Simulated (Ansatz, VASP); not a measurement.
## Two plane-wave programs on CsMg6Zn

Contents of INCAR:

```
SYSTEM = CsMg6Zn
  PREC = Accurate
  ENCUT = 520
  EDIFF = 1E-6
  ISMEAR = -1
  SIGMA = 0.05
  LREAL = .False.
  LASPH = .True.
  NELM = 60
  ALGO = Fast
  ISIF = 2
  LWAVE = .False.
  LCHARG = .False.
  GGA = PE
  NBANDS = 26
```

KPOINTS

```
Automatic mesh
0
Gamma
  5 5 5
  0 0 0
```

File POSCAR:

```
CsMg6Zn
1.0
    5.2262050000      0.0000000000      0.0000000000
    0.0000000000      2.9764350000      9.1961420000
    0.0000000000     -2.9764350000      9.1961420000
Cs Zn Mg
1 1 6
Direct
    0.5000000000      0.7090860000      0.7090860000
    0.5000000000      0.0636770000      0.0636770000
    0.0000000000      0.8910280000      0.8910280000
    0.0000000000      0.3830300000      0.3830300000
    0.0000000000      0.2863300000      0.7990190000
    0.0000000000      0.7990190000      0.2863300000
    0.5000000000      0.1823890000      0.6854380000
    0.5000000000      0.6854380000      0.1823890000
```

input.yaml

```yaml
crystal:
  lattice:
    - [5.226205, 0.0, 0.0]
    - [0.0, 2.976435, 9.196142]
    - [0.0, -2.976435, 9.196142]
  atoms:
    - { symbol: Cs, position: [0.5, 0.709086, 0.709086] }
    - { symbol: Zn, position: [0.5, 0.063677, 0.063677] }
    - { symbol: Mg, position: [0.0, 0.891028, 0.891028] }
    - { symbol: Mg, position: [0.0, 0.38303, 0.38303] }
    - { symbol: Mg, position: [0.0, 0.28633, 0.799019] }
    - { symbol: Mg, position: [0.0, 0.799019, 0.28633] }
    - { symbol: Mg, position: [0.5, 0.182389, 0.685438] }
    - { symbol: Mg, position: [0.5, 0.685438, 0.182389] }
hamiltonian:
  xc: pbe
  pseudopotentials: { kind: paw }
kpoints:
  mp_grid: { grid: [5, 5, 5] }
scf:
  occupations: { method: fermi_dirac, width: 0.05 }
output:
  forces: true
  stress: true
  eigenvalues: true
```

Alike in both runs: task single point; functional PBE; k mesh 5 × 5 × 5; occupations fermi-dirac, width 0.05 eV; no spin polarisation.

```csv
,VASP,Ansatz
version,VASP 6.6.1,Ansatz 0.2.0
potentials or method,"VASP PAW PBE potentials, release 64 (Cs_sv, Zn, Mg)",Ansatz PAW
plane-wave cutoff (eV),520,420
valence electrons in the cell,33,81
```

Ansatz gave:

```
gap on the k mesh at the Fermi level (eV)                     : none
pressure (GPa)                                                : -0.1
traceless stress, the component that is largest in VASP (GPa) : -0.91
rms of the force components (eV/Å)                            : 0.075
```

Q: Which values does VASP return?

A: gap on the k mesh at the Fermi level (eV): none; pressure (GPa): -0.1; traceless stress, the component that is largest in VASP (GPa): -0.92; rms of the force components (eV/Å): 0.074.

Atom by atom the forces differ by 0.003 eV/Å (rms over components). A gap of «none» marks a metal or a gap that the smearing closes. VASP's potentials hold 33 valence electrons a cell and Ansatz's 81, so a difference there can come from the potentials and not from the codes.

Spin-orbit coupling is off throughout.
